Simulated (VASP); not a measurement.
# TiN in VASP: single point with PBE

Aim: the single point of TiN with PBE.

Program: VASP 6.6.1. These are calculated values, not measurements. Logs are shortened: lines on timing, memory, paths and dates and some standing lists are left out, and cuts for length are marked.

## Step 1: The cell of the first run

The cell holds a slab with vacuum, 6 atoms: a = 3.003 Å, b = 3.003 Å, c = 19.247 Å, α = 90.00°, β = 90.00°, γ = 90.00°.

## Step 2: Single point, PBE

File INCAR:

```
SYSTEM = TiN
  ALGO = Normal
  DIPOL = 0.5 0.5 0.500
  EDIFF = 1E-6
  ENCUT = 520
  GGA = PE
  IDIPOL = 3
  ISIF = 2
  ISMEAR = 0
  LASPH = .True.
  LCHARG = .True.
  LDIPOL = .True.
  LELF = .True.
  LREAL = .False.
  LVACPOTAV = .True.
  LVHAR = .True.
  LWAVE = .False.
  NBANDS = 34
  NELM = 60
  PREC = Accurate
  SIGMA = 0.1
```

File KPOINTS:

```
k-points
0
Gamma
  12 12 1
  0 0 0
```

File POSCAR:

```
TiN
1.0
    3.0028920872      0.0000000000      0.0000000000
    0.0000000000      3.0028920872      0.0000000000
    0.0000000000      0.0000000000     19.2467307161
Ti N
3 3
Direct
    0.5000000000      0.5000000000      0.3896765695
    0.0000000000      0.0000000000      0.5000000000
    0.5000000000      0.5000000000      0.6103234305
    0.0000000000      0.0000000000      0.3896765695
    0.5000000000      0.5000000000      0.5000000000
    0.0000000000      0.0000000000      0.6103234305
```

Potentials or basis: VASP PAW PBE potentials, release 64 (Ti_sv, N).

The run is started by

```sh
cat potpaw_PBE.64/Ti_sv/POTCAR potpaw_PBE.64/N/POTCAR > POTCAR
mpirun -np 1 vasp_std > vasp.out
```

OUTCAR:

```text
SYSTEM = TiN
   EDIFF = 1E-6
   ENCUT = 520
   GGA = PE
   ISIF = 2
   ISMEAR = 0
   LASPH = .True.
   LREAL = .False.
   NELM = 60
   PREC = Accurate

 ion  position               nearest neighbor table
   1  0.500  0.500  0.390-   4 2.12   4 2.12   4 2.12   4 2.12   5 2.12
   2  0.000  0.000  0.500-   5 2.12   5 2.12   5 2.12   5 2.12   6 2.12   4 2.12
   3  0.500  0.500  0.610-   6 2.12   6 2.12   6 2.12   6 2.12   5 2.12
   4  0.000  0.000  0.390-   1 2.12   1 2.12   1 2.12   1 2.12   2 2.12
   5  0.500  0.500  0.500-   2 2.12   2 2.12   2 2.12   2 2.12   3 2.12   1 2.12
   6  0.000  0.000  0.610-   3 2.12   3 2.12   3 2.12   3 2.12   2 2.12

  LATTYP: Found a simple tetragonal cell.
 ALAT       =     3.0028920872
 C/A-ratio  =     6.4093980593

  Lattice vectors:

 A1 = (   3.0028920872,   0.0000000000,   0.0000000000)
 A2 = (   0.0000000000,   3.0028920872,   0.0000000000)
 A3 = (   0.0000000000,   0.0000000000,  19.2467307161)

Analysis of symmetry for initial positions (statically):
=====================================================================
 Subroutine PRICEL returns:
 Original cell was already a primitive cell.

 Routine SETGRP: Setting up the symmetry group for a
 simple tetragonal supercell.

 Subroutine GETGRP returns: Found 16 space group operations
 (whereof 16 operations were pure point group operations)
 out of a pool of 16 trial point group operations.

The static configuration has the point symmetry D_4h.

Analysis of symmetry for dynamics (positions and initial velocities):
=====================================================================
 Subroutine PRICEL returns:
 Original cell was already a primitive cell.

 Routine SETGRP: Setting up the symmetry group for a
 simple tetragonal supercell.

 Subroutine GETGRP returns: Found 16 space group operations
 (whereof 16 operations were pure point group operations)
 out of a pool of 16 trial point group operations.

The dynamic configuration has the point symmetry D_4h.

 Subroutine INISYM returns: Found 16 space group operations
 (whereof 16 operations are pure point group operations),
 and found     1 'primitive' translations

----------------------------------------------------------------------------------------

                                     Primitive cell

  volume of cell :     173.5547

  direct lattice vectors                    reciprocal lattice vectors
[... 101 lines left out ...]
   ISIF   =      2    stress and relaxation
   ISYM   =      2    0-nonsym 1-usesym 2-fastsym
   POTIM  = 0.5000    time-step for ionic-motion
   TEBEG  =    0.0;   TEEND  =   0.0 temperature during run
   PSTRESS=    0.0 pullay stress
   NELECT =      51.0000    total number of electrons
   NUPDOWN=      -1.0000    fix difference up-down
   EMIN   =  10.00;   EMAX   =-10.00  energy-range for DOS
   EFERMI =   0.00;   METHOD = LEGACY
   ISMEAR =     0;   SIGMA  =   0.10  broadening in eV -4-tet -1-fermi 0-gaus
   EFERMI_NEDOS =   21; number of points for ismear=-14 and -15
   IALGO  =     38    algorithm
   IMIX   =      4    mixing-type and parameters
     AMIX     =   0.40;   BMIX     =  1.00
     AMIX_MAG =   1.60;   BMIX_MAG =  1.00
  volume/ion in A,a.u.               =      28.93       195.20
  Fermi-wavevector in a.u.,A,eV,Ry     =   1.088394  2.056766 16.117478  1.184601
  Thomas-Fermi vector in A             =   2.224574
   LORBIT       =      0    0 simple, 1 ext, 2 COOP (PROOUT), +10 PAW based schemes
   GGA     = PE    functional components
   LHFCALC =     F    Hartree Fock is set to
   AEXX    =    0.0000 exact exchange contribution
   IVDW    =     0    specifies the selected vdW correction
   LEPSILON=     F    determine dielectric tensor
   LRPA    =     F    only Hartree local field effects (RPA)
 non-spin polarized calculation
 Gauss-broadening in eV      SIGMA  =   0.10
  energy-cutoff  :      520.00
  volume of cell :      173.55
 maximum number of plane-waves:      4702
 NGX is ok and might be reduce to    24
   NGX = 11   NGY = 11   NGZ = 71

 number of electron      50.9999993 magnetization

 dipolmoment           0.000000      0.000000      0.000000 electrons x Angstroem

 Free energy of the ion-electron system (eV)
  ---------------------------------------------------
  ext. energy  EPLUGINS =         0.00000000
  ---------------------------------------------------
  free energy    TOTEN  =       -57.14666624 eV

  energy without entropy =      -57.13040824  energy(sigma->0) =      -57.13853724

 E-fermi :   1.9873     XC(G=0):  -5.3922

 val. band max:        1.9130707211   @ k =   0.2500   0.0833   0.0000
 cond. band min:       1.9976325454   @ k =   0.1667   0.0833   0.0000
 fundamental gap:      0.0845618243
 Fermi energy:         1.9873272554

 k-point     1 :       0.0000    0.0000    0.0000
  band No.  band energies     occupation
      1     -56.0488      2.00000
      2     -56.0426      2.00000
      3     -55.7276      2.00000
      4     -32.5143      2.00000
      5     -32.4573      2.00000
      6     -32.1243      2.00000
[... 877 lines left out ...]
     33       4.2149      0.00000
     34       4.4321      0.00000

 [... further k-points ...]

------------------------ aborting loop because EDIFF is reached ----------------------------------------

  FORCE on cell =-STRESS in cart. coord.  units (eV):
  Direction    XX          YY          ZZ          XY          YZ          ZX
  --------------------------------------------------------------------------------------
  -------------------------------------------------------------------------------------
  Total       -4.9572237     -4.9572237     -3.2272171      0.0000000      0.0000000      0.0000000
  in kB      -45.7628094    -45.7628094    -29.7921841      0.0000000      0.0000000      0.0000000
  external PRESSURE =     -40.4392677 kB  Pullay stress =       0.0000000 kB

 VOLUME and BASIS-vectors are now :
 -----------------------------------------------------------------------------
  energy-cutoff  :      520.00
  volume of cell :      173.55
      direct lattice vectors                 reciprocal lattice vectors
     3.002892087  0.000000000  0.000000000     0.333012300  0.000000000  0.000000000
     0.000000000  3.002892087  0.000000000     0.000000000  0.333012300  0.000000000
     0.000000000  0.000000000 19.246730716     0.000000000  0.000000000  0.051956876

 POSITION                                       TOTAL-FORCE (eV/Angst)
 -----------------------------------------------------------------------------------
      1.50145      1.50145      7.50000         0.000000      0.000000      1.850606
      0.00000      0.00000      9.62337         0.000000      0.000000      0.000000
      1.50145      1.50145     11.74673        -0.000000     -0.000000     -1.850606
      0.00000      0.00000      7.50000         0.000000      0.000000     -1.102190
      1.50145      1.50145      9.62337         0.000000      0.000000      0.000000
      0.00000      0.00000     11.74673         0.000000      0.000000      1.102190
 -----------------------------------------------------------------------------------
    total drift:                                0.000000     -0.000000      0.000000

  FREE ENERGIE OF THE ION-ELECTRON SYSTEM (eV)
  ---------------------------------------------------
  free  energy   TOTEN  =       -57.1466662414 eV

  energy  without entropy=      -57.1304082401  energy(sigma->0) =      -57.13853724

 vacuum level on the upper side and lower side of the slab         4.764         4.764
```

It took 3.5 min on 1 thread of Intel Xeon Platinum 8259CL at 2.50GHz (Skylake/Cascade Lake), shared host; peak memory 0.34 GiB.

Results:

| Quantity | Value |
| --- | --- |
| Free energy | -57.1467 eV |
| Largest force | 1.851 eV/Å |
| Band gap on the k mesh | zero (an odd number of electrons rules out a gap without spin polarisation) |

Forces in eV/Å, atoms in the order of the input:
```
Ti   0.000  0.000  1.851
Ti   0.000  0.000  0.000
Ti   0.000  0.000 -1.851
N    0.000  0.000 -1.102
N    0.000  0.000  0.000
N    0.000  0.000  1.102
```
